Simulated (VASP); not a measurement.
# HfB2 (P6/mmm) in VASP: notebook, part 3 of 3

VASP 6.6.1. Earlier steps stand in the parts before.

### Step 4. Electric field gradients, PBEsol (volume scaled by 0.96)

The input, INCAR:

```
SYSTEM = HfB2
PREC = Accurate ; ENCUT = 520
EDIFF = 1E-8 ; ISMEAR = -1
SIGMA = 0.03 ; LREAL = .FALSE.
LASPH = .TRUE. ; NELM = 80
ALGO = Normal ; ISIF = 2
LWAVE = .FALSE. ; LCHARG = .FALSE.
GGA = PS ; LEFG = .TRUE.
NBANDS = 15
```

The input, KPOINTS:

```
Automatic mesh
0
G
  15 15 12
  0 0 0
```

The input, POSCAR:

```
HfB2
1.0
    3.0975624645      0.0000000000      0.0000000000
   -1.5487812323      2.6825677840      0.0000000000
    0.0000000000      0.0000000000      3.4329672075
Hf B
1 2
Direct
    0.0000000000      0.0000000000      0.0000000000
    0.3333333333      0.6666666667      0.5000000000
    0.6666666667      0.3333333333      0.5000000000
```

Potentials or basis: VASP PAW PBE potentials, release 64 (Hf_pv, B).

Started as:

```bash
> cat potpaw_PBE.64/Hf_pv/POTCAR potpaw_PBE.64/B/POTCAR > POTCAR
> mpirun -np 1 vasp_std > vasp.out
```

OUTCAR:

```text
SYSTEM = HfB2
   PREC = Accurate
   ENCUT = 520
   EDIFF = 1E-8
   ISMEAR = -1
   LREAL = .FALSE.
   LASPH = .TRUE.
   NELM = 80
   ISIF = 2
   GGA = PS

 ion  position               nearest neighbor table
   1  0.000  0.000  0.000-   2 2.48   3 2.48   2 2.48   3 2.48   2 2.48   2 2.48   3 2.48   3 2.48
                             3 2.48   3 2.48   2 2.48   2 2.48
   2  0.333  0.667  0.500-   3 1.79   3 1.79   3 1.79   1 2.48   1 2.48   1 2.48   1 2.48   1 2.48
                             1 2.48
   3  0.667  0.333  0.500-   2 1.79   2 1.79   2 1.79   1 2.48   1 2.48   1 2.48   1 2.48   1 2.48
                             1 2.48

  LATTYP: Found a hexagonal cell.
 ALAT       =     3.0975624645
 C/A-ratio  =     1.1082802193

  Lattice vectors:

 A1 = (   3.0975624645,   0.0000000000,   0.0000000000)
 A2 = (  -1.5487812323,   2.6825677840,   0.0000000000)
 A3 = (   0.0000000000,   0.0000000000,   3.4329672075)

Analysis of symmetry for initial positions (statically):
=====================================================================
 Subroutine PRICEL returns:
 Original cell was already a primitive cell.

 Routine SETGRP: Setting up the symmetry group for a
 hexagonal supercell.

 Subroutine GETGRP returns: Found 24 space group operations
 (whereof 24 operations were pure point group operations)
 out of a pool of 24 trial point group operations.

The static configuration has the point symmetry D_6h.

Analysis of symmetry for dynamics (positions and initial velocities):
=====================================================================
 Subroutine PRICEL returns:
 Original cell was already a primitive cell.

 Routine SETGRP: Setting up the symmetry group for a
[... 584 lines left out ...]
      6       1.7055      2.00000
      7       4.1679      2.00000
      8       6.7727      2.00000
      9       7.6023      1.99986
     10      10.9798      0.00000
     11      12.7088      0.00000
     12      15.0751      0.00000
     13      17.2743      0.00000
     14      18.3995      0.00000
     15      18.8267      0.00000

 [... further k-points ...]
[... 5 lines left out ...]
  --------------------------------------------------------------------------------------
  -------------------------------------------------------------------------------------
  Total        1.2986652      1.2986652      0.8746519     -0.0000000     -0.0000000      0.0000000
  in kB       72.9402686     72.9402686     49.1253179     -0.0000000     -0.0000000      0.0000000
  external PRESSURE =      65.0019517 kB  Pullay stress =       0.0000000 kB

 VOLUME and BASIS-vectors are now :
 -----------------------------------------------------------------------------
  energy-cutoff  :      520.00
  volume of cell :       28.53
      direct lattice vectors                 reciprocal lattice vectors
     3.097562465  0.000000000  0.000000000     0.322834490  0.186388580  0.000000000
    -1.548781232  2.682567784  0.000000000     0.000000000  0.372777160  0.000000000
     0.000000000  0.000000000  3.432967207     0.000000000  0.000000000  0.291293199

 POSITION                                       TOTAL-FORCE (eV/Angst)
 -----------------------------------------------------------------------------------
      0.00000      0.00000      0.00000         0.000000      0.000000      0.000000
     -0.00000      1.78838      1.71648        -0.000000      0.000000      0.000000
      1.54878      0.89419      1.71648        -0.000000     -0.000000      0.000000
 -----------------------------------------------------------------------------------
    total drift:                               -0.000000      0.000000      0.000000

  FREE ENERGIE OF THE ION-ELECTRON SYSTEM (eV)
  ---------------------------------------------------
  free  energy   TOTEN  =       -27.8518323274 eV

  energy  without entropy=      -27.8511340486  energy(sigma->0) =      -27.85148319

 Electric field gradients (V/A^2)
---------------------------------------------------------------------
 ion       V_xx      V_yy      V_zz      V_xy      V_xz      V_yz
---------------------------------------------------------------------
   1     -41.247   -41.247    82.494    -0.000    -0.000     0.000
   2      -0.874    -0.874     1.748    -0.000     0.000    -0.000
   3      -0.874    -0.874     1.748    -0.000     0.000    -0.000
---------------------------------------------------------------------

 Electric field gradients after diagonalization (V/A^2)
 (convention: |V_zz| > |V_xx| > |V_yy|)
----------------------------------------------------------------------
 ion       V_xx      V_yy      V_zz     asymmetry (V_yy - V_xx)/ V_zz
----------------------------------------------------------------------
   1     -41.247   -41.247    82.494       0.000
   2      -0.874    -0.874     1.748       0.000
   3      -0.874    -0.874     1.748       0.000
----------------------------------------------------------------------

           NMR quadrupolar parameters

 Cq : quadrupolar parameter    Cq=e*Q*V_zz/h
 eta: asymmetry parameters     (V_yy - V_xx)/ V_zz
 Q  : nuclear electric quadrupole moment in mb (millibarn)
----------------------------------------------------------------------
 ion       Cq(MHz)       eta       Q (mb)
----------------------------------------------------------------------
   1       0.199       0.000       1.000
   2       0.004       0.000       1.000
   3       0.004       0.000       1.000
----------------------------------------------------------------------
```

stdout:

```text
POSCAR found type information on POSCAR HfB
 POSCAR found :  2 types and       3 ions
 scaLAPACK will be used
 -----------------------------------------------------------------------------
|                                                                             |
|                                                                             |
|     You enforced a specific xc type in the INCAR file but a different       |
|     I HOPE YOU KNOW WHAT YOU ARE DOING!                                     |
|                                                                             |
 -----------------------------------------------------------------------------

 LDA part: xc-table for (Slater+PW92), standard interpolation
 POSCAR, INCAR and KPOINTS ok, starting setup
 FFT: planning ... GRIDC
 FFT: planning ... GRID_SOFT
 FFT: planning ... GRID
 WAVECAR not read
 entering main loop
ion   1

ion   2

ion   3
```

Wall time 27 s (1 thread of Intel Xeon 6975P-C (Granite Rapids), shared host); peak memory 0.2 GiB.

What came out:

```yaml
Free_energy: -27.8518 eV
Pressure: 6.5 GPa
Band_gap_on_the_k_mesh: zero (band 8 reaches 8.68 eV, above the bottom of band 9 at 7.60 eV)
```

Levels at points of the mesh, in eV from the Fermi level:
```tsv
k point	band 4	band 5	band 6	band 7	band 8	band 9	band 10	band 11	band 12	band 13
(0.00, 0.00, 0.00)	-13.97	-3.16	-2.99	-2.99	-2.75	4.19	4.19	4.87	4.87	5.16
(0.00, 0.00, 0.50)	-11.35	-8.55	-1.19	-1.19	0.29	0.29	1.00	1.00	2.30	5.23
```

Electric field gradients, principal values (V/Å²):
| atom | least | middle | greatest (by size) |
| --- | --- | --- | --- |
| 1 Hf | -41.247 | -41.247 | 82.494 |
| 2 B | -0.874 | -0.874 | 1.748 |
| 3 B | -0.874 | -0.874 | 1.748 |

Caveat: without QUAD_EFG the Cq values of the log hold for a quadrupole moment of 1 mb, not for the nuclei; the PAW data sets were made with another functional, which shifts forces and pressure a little; spin-orbit coupling is left out, which moves the levels of the heavy elements.

### Step 5. Electric field gradients, PBEsol (volume scaled by 0.96)

The input, INCAR:

```
PREC = Accurate ; ENCUT = 520
EDIFF = 1E-8 ; ISMEAR = -1
SIGMA = 0.03 ; LREAL = F
LASPH = T ; NELM = 60
ALGO = Normal ; ISIF = 2
LWAVE = F ; LCHARG = F
GGA = PS ; LEFG = T
NBANDS = 15
```

The input, KPOINTS:

```
Automatic mesh
0
Gamma
  15 15 12
```

POSCAR is that of step 4.

Potentials or basis: VASP PAW PBE potentials, release 64 (Hf_pv, B).

Started as:

```bash
> cat potpaw_PBE.64/Hf_pv/POTCAR potpaw_PBE.64/B/POTCAR > POTCAR
> mpirun -np 1 vasp_std > vasp.out
```

OUTCAR:

```text
PREC = Accurate
   ENCUT = 520
   EDIFF = 1E-8
   ISMEAR = -1
   LREAL = F
   LASPH = T
   NELM = 60
   ISIF = 2
   GGA = PS

 ion  position               nearest neighbor table
   1  0.000  0.000  0.000-   2 2.48   3 2.48   2 2.48   3 2.48   2 2.48   2 2.48   3 2.48   3 2.48
                             3 2.48   3 2.48   2 2.48   2 2.48
   2  0.333  0.667  0.500-   3 1.79   3 1.79   3 1.79   1 2.48   1 2.48   1 2.48   1 2.48   1 2.48
                             1 2.48
   3  0.667  0.333  0.500-   2 1.79   2 1.79   2 1.79   1 2.48   1 2.48   1 2.48   1 2.48   1 2.48
                             1 2.48

  LATTYP: Found a hexagonal cell.
 ALAT       =     3.0975624645
 C/A-ratio  =     1.1082802193

  Lattice vectors:

 A1 = (   3.0975624645,   0.0000000000,   0.0000000000)
 A2 = (  -1.5487812323,   2.6825677840,   0.0000000000)
 A3 = (   0.0000000000,   0.0000000000,   3.4329672075)

Analysis of symmetry for initial positions (statically):
[... 633 lines left out ...]
     0.000000000  0.000000000  3.432967207     0.000000000  0.000000000  0.291293199

 POSITION                                       TOTAL-FORCE (eV/Angst)
 -----------------------------------------------------------------------------------
      0.00000      0.00000      0.00000         0.000000      0.000000      0.000000
     -0.00000      1.78838      1.71648        -0.000000      0.000000      0.000000
      1.54878      0.89419      1.71648        -0.000000     -0.000000      0.000000
 -----------------------------------------------------------------------------------
    total drift:                               -0.000000      0.000000      0.000000

  FREE ENERGIE OF THE ION-ELECTRON SYSTEM (eV)
  ---------------------------------------------------
  free  energy   TOTEN  =       -27.8518323274 eV

  energy  without entropy=      -27.8511340486  energy(sigma->0) =      -27.85148319

 Electric field gradients (V/A^2)
---------------------------------------------------------------------
 ion       V_xx      V_yy      V_zz      V_xy      V_xz      V_yz
---------------------------------------------------------------------
   1     -41.247   -41.247    82.494    -0.000    -0.000     0.000
   2      -0.874    -0.874     1.748    -0.000     0.000    -0.000
   3      -0.874    -0.874     1.748    -0.000     0.000    -0.000
---------------------------------------------------------------------

 Electric field gradients after diagonalization (V/A^2)
 (convention: |V_zz| > |V_xx| > |V_yy|)
----------------------------------------------------------------------
 ion       V_xx      V_yy      V_zz     asymmetry (V_yy - V_xx)/ V_zz
----------------------------------------------------------------------
   1     -41.247   -41.247    82.494       0.000
   2      -0.874    -0.874     1.748       0.000
   3      -0.874    -0.874     1.748       0.000
----------------------------------------------------------------------

           NMR quadrupolar parameters

 Cq : quadrupolar parameter    Cq=e*Q*V_zz/h
 eta: asymmetry parameters     (V_yy - V_xx)/ V_zz
 Q  : nuclear electric quadrupole moment in mb (millibarn)
----------------------------------------------------------------------
 ion       Cq(MHz)       eta       Q (mb)
----------------------------------------------------------------------
   1       0.199       0.000       1.000
   2       0.004       0.000       1.000
   3       0.004       0.000       1.000
----------------------------------------------------------------------
```

Wall time 27 s (1 thread of Intel Xeon 6975P-C (Granite Rapids), shared host); peak memory 0.2 GiB.

Results:

```yaml
Free_energy: -27.8518 eV
Pressure: 6.5 GPa
Band_gap_on_the_k_mesh: zero (band 8 reaches 8.68 eV, above the bottom of band 9 at 7.60 eV)
```

Electric field gradients, principal values (V/Å²):
```csv
atom,least,middle,greatest (by size)
1 Hf,-41.247,-41.247,82.494
2 B,-0.874,-0.874,1.748
3 B,-0.874,-0.874,1.748
```

Caveat: without QUAD_EFG the Cq values of the log hold for a quadrupole moment of 1 mb, not for the nuclei; the PAW data sets were made with another functional, which shifts forces and pressure a little; spin-orbit coupling is left out, which moves the levels of the heavy elements.

### Step 6. Overview

| cell | gap on the mesh (eV) | pressure (GPa) |
| --- | --- | --- |
| a = 3.150, b = 3.150, c = 3.492 Å, angles 90.0, 90.0, 120.0°, 3 atoms | none | -6.9 |
| a = 3.181, b = 3.181, c = 3.526 Å, angles 90.0, 90.0, 120.0°, 3 atoms | none | -13.5 |
| a = 3.098, b = 3.098, c = 3.433 Å, angles 90.0, 90.0, 120.0°, 3 atoms | none | 6.5 |

Alike in all rows: task electric field gradients; level PBEsol; potentials or basis VASP PAW PBE potentials, release 64 (Hf_pv, B); no spin polarisation; k mesh 15 × 15 × 12; cutoff (eV) 520; smearing fermi-dirac 0.03 eV.

Caveats: the PAW data sets were made with another functional, which shifts forces and pressure a little; spin-orbit coupling is left out, which moves the levels of the heavy elements.

Absolute energies hang on the potentials; compare differences alone.
